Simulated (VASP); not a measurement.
## BiTe: single point with r2SCAN

Crystal: BiTe.

```
Bi Te
1.0
     3.87793    0.00000    0.00000
     0.00000    3.87793    0.00000
     0.00000    0.00000    3.87793
Bi Te
1 1
Direct
  0.00000 0.00000 0.00000
  0.50000 0.50000 0.50000
```

* Program: VASP 6.6.1
* Task: single point
* Functional: r2SCAN
* Potentials or basis: VASP PAW PBE potentials, release 64 (Bi_d, Te)
* Cutoff: 520 eV
* k mesh: 10 × 10 × 10
* Occupations: gaussian, width 0.05 eV
* Spin: no spin polarisation

```
Pressure               : 1.3 GPa
Band gap on the k mesh : zero (an odd number of electrons rules out a gap without spin polarisation)
```

Levels at points of the mesh, in eV from the Fermi level:
| k point | band 6 | band 7 | band 8 | band 9 | band 10 | band 11 | band 12 | band 13 | band 14 | band 15 |
| --- | --- | --- | --- | --- | --- | --- | --- | --- | --- | --- |
| (0.00, 0.00, 0.00) | -14.64 | -8.83 | -2.93 | -2.93 | -2.93 | 3.43 | 3.43 | 4.30 | 4.30 | 4.30 |
| (0.50, 0.00, 0.00) | -12.30 | -12.29 | -1.93 | -1.00 | -0.91 | -0.91 | 0.58 | 0.58 | 5.12 | 6.25 |
| (0.50, 0.50, 0.00) | -11.31 | -11.26 | -6.10 | -6.10 | -0.40 | 1.67 | 2.85 | 2.85 | 6.06 | 6.28 |
| (0.50, 0.50, 0.50) | -10.75 | -10.56 | -3.63 | -3.63 | -3.63 | -2.85 | -2.85 | -2.85 | 14.75 | 14.75 |

Wall time 2.4 min on 1 thread of AMD EPYC 7R13 Processor (Zen 3), on a shared host, peak memory 0.18 GiB.

Caveat: the PAW data sets were made with another functional, which shifts forces and pressure a little; spin-orbit coupling is left out, which moves the levels of the heavy elements; an odd number of electrons without spin polarisation forces a metal; a magnetic or distorted state may lie lower.
